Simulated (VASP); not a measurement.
Sn, 2 atoms in the cell. Symmetry: P6_3/mmc, No. 194, hexagonal system. The conventional cell has a = 3.329 Å, b = 3.329 Å, c = 5.472 Å, α = 90.00°, β = 90.00°, γ = 120.00°. Within 4.4 Å of Sn (site symmetry -6m2) lie 12 Sn at 3.33 to 3.34 Å. This isn't the form of Sn at room conditions, which is tetragonal (white tin).

- Program: VASP 6.6.1
- Task: single point
- Functional: PBEsol
- Potentials or basis: VASP PAW PBE potentials, release 64 (Sn_d)
- Cutoff: 520 eV
- k mesh: 12 × 12 × 8
- Occupations: gaussian, width 0.1 eV
- Spin: no spin polarisation
- Dipole correction: no
- Further INCAR settings: ALGO = Normal; EDIFF = 1e-06; NBANDS = 21

Potentials or basis: VASP PAW PBE potentials, release 64 (Sn_d).

Launch:

```bash
$ cat potpaw_PBE.64/Sn_d/POTCAR > POTCAR
$ mpirun -np 1 vasp_std > vasp.out
```

Hardware: 1 thread of AMD EPYC 7R13, with other jobs on the host.

Estimate the wall time of this run.

Run time: 110 s on 1 thread of AMD EPYC 7R13 (shared host), peak memory 0.2 GiB. Counts: scf iterations 10, k points 95.
